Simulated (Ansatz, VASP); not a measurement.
## Two plane-wave programs on TiC

Contents of INCAR:

```
PREC     = Accurate       # precision mode
ENCUT    = 520            # plane-wave cutoff, eV
EDIFF    = 1E-7           # SCF threshold, eV
ISMEAR   = 0              # smearing method
SIGMA    = 0.15           # smearing width, eV
LREAL    = False          # projectors in reciprocal space
LASPH    = True           # aspherical terms in the spheres
NELM     = 60             # most SCF steps
ALGO     = Normal         # electronic algorithm
ISIF     = 2              # what is computed and relaxed
LWAVE    = False          # write WAVECAR
LCHARG   = False          # write CHGCAR
GGA      = PS             # functional
NBANDS   = 15             # bands
```

KPOINTS

```
regular mesh
0
Gamma
  20 20 20
```

POSCAR

```
TiC
1.0
    0.0000000000      2.0963302185      2.3059632404
    2.0963302185      0.0000000000      2.3059632404
    2.0963302185      2.0963302185      0.0000000000
Ti C
1 1
Direct
    0.0000000000      0.0000000000      0.0000000000
    0.5000000000      0.5000000000      0.5000000000
```

Input for Ansatz:

```yaml
crystal:
  lattice:
    - [0.0, 2.0963302185, 2.3059632404]
    - [2.0963302185, 0.0, 2.3059632404]
    - [2.0963302185, 2.0963302185, 0.0]
  atoms:
    - { symbol: Ti, position: [0.0, 0.0, 0.0] }
    - { symbol: C, position: [0.5, 0.5, 0.5] }
basis:
  ecutwfc: 420
kpoints:
  mp_grid: { grid: [20, 20, 20] }
hamiltonian:
  xc: pbesol
scf:
  occupations: { method: gaussian, width: 0.15 }
output:
  forces: true
  stress: true
  eigenvalues: true
```

Alike in both runs: task single point; functional PBEsol; k mesh 20 × 20 × 20; occupations gaussian, width 0.15 eV; no spin polarisation.

|  | VASP | Ansatz |
| --- | --- | --- |
| version | VASP 6.6.1 | Ansatz 0.2.0 |
| potentials or method | VASP PAW PBE potentials, release 64 (Ti_sv, C), cutoff 520 eV | scalar-relativistic, plane waves, PAW |
| valence electrons in the cell | 16 | 16 |

VASP gave:

```
gap on the k mesh at the Fermi level (eV)                     : none
pressure (GPa)                                                : -1.7
traceless stress, the component that is largest in VASP (GPa) : -21.95
```

What did Ansatz give for the same quantities?

gap on the k mesh at the Fermi level (eV): none; pressure (GPa): -1.9; traceless stress, the component that is largest in VASP (GPa): -21.82.

VASP's potentials were made for PBE, not for PBEsol. A gap of «none» marks a metal or a gap that the smearing closes.
